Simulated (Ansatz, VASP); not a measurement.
# LaLuAs2 in VASP and in Ansatz

```xyz
4
Lattice="4.2707 0.0000 0.0000 0.0000 4.2707 0.0000 0.0000 0.0000 6.0134" Properties=species:S:1:pos:R:3 pbc="T T T"
La    0.0000    0.0000    0.0000
As    0.0000    0.0000    3.0067
As    2.1353    2.1353    0.0000
Lu    2.1353    2.1353    3.0067
```

Alike in both runs: task single point; functional PBE; k mesh 6 × 6 × 4; occupations fermi-dirac, width 0.02 eV; no spin polarisation.

```csv
,VASP,Ansatz
version,VASP 6.6.1,Ansatz 0.2.0
potentials or method,"VASP PAW PBE potentials, release 64 (La, As, Lu)","plane waves, PAW"
plane-wave cutoff (eV),520,420
valence electrons in the cell,46,66
```

|  | VASP | Ansatz | Ansatz less VASP |
| --- | --- | --- | --- |
| pressure (GPa) | -1.9 | -1.9 | -0.07 |

VASP's potentials hold 46 valence electrons a cell and Ansatz's 66, so a difference there can come from the potentials and not from the codes.

Spin-orbit coupling is off throughout.
